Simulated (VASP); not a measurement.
Input of a VASP 6.6.1 run:

File INCAR:

```
PREC = Accurate
ENCUT = 520
EDIFF = 1E-6
ISMEAR = 0
SIGMA = 0.15
LREAL = False
LASPH = True
NELM = 80
ALGO = Fast
ISIF = 2
LWAVE = False
LCHARG = True
GGA = PS
LELF = True
LVHAR = True
NBANDS = 10
```

File KPOINTS:

```
Automatic mesh
0
Gamma
  18 18 10
```

The input POSCAR:

```
Al
1.0
    2.7699000000      0.0000000000      0.0000000000
   -1.3849500000      2.3988037660      0.0000000000
    0.0000000000      0.0000000000      4.9351000000
Al
2
Direct
    0.6666666667      0.3333333333      0.7500000000
    0.3333333333      0.6666666667      0.2500000000
```

Potentials or basis: VASP PAW PBE potentials, release 64 (Al).

The run is started by

```console
$ cat potpaw_PBE.64/Al/POTCAR > POTCAR
$ mpirun -np 1 vasp_std > vasp.out
```

Task: What does it give for the pressure?

Result: 0.3 GPa.

Task: Estimate the band gap on the k mesh.

Result: Zero (band 3 reaches 11.46 eV, above the bottom of band 4 at 4.99 eV).

Stress tensor (GPa, compression positive):
```
 2.09  0.00  0.00
 0.00  2.09  0.00
 0.00  0.00 -3.16
```

Caveat: the PAW data sets were made with another functional, which shifts forces and pressure a little.
